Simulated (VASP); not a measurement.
Here is a VASP 6.6.1 calculation.

The input INCAR:

```
SYSTEM = Ge
PREC = Accurate
ENCUT = 500
EDIFF = 1E-6
ISMEAR = 0
SIGMA = 0.01
LREAL = .False.
LASPH = .True.
NELM = 120
ALGO = Normal
ISIF = 2
LWAVE = .False.
LCHARG = .False.
GGA = PS
NBANDS = 21
GGA_COMPAT = .False.
```

Contents of KPOINTS:

```
regular mesh
0
Gamma
  4 4 4
  0 0 0
```

Contents of POSCAR:

```
Ge
1.0
    0.0000000000      2.8094867369      2.8094867369
    2.8094867369      0.0000000000      2.8094867369
    2.8094867369      2.8094867369      0.0000000000
Ge
2
Direct
    0.0000000000      0.0000000000      0.0000000000
    0.2500000000      0.2500000000      0.2500000000
```

Potentials or basis: VASP PAW PBE potentials, release 64 (Ge_d).

Run with:

```bash
$ cat potpaw_PBE.64/Ge_d/POTCAR > POTCAR
$ mpirun -np 1 vasp_std > vasp.out
```

Task: Estimate the pressure.

Result: 2.0 GPa.

Task: What does it give for the band gap on the k mesh?

Result: 0.18 eV, indirect (least direct gap 0.18 eV).

Caveat: the k points lie up to 0.48 Å⁻¹ apart; the PAW data sets were made with another functional, which shifts forces and pressure a little. A k mesh can miss the band edges.
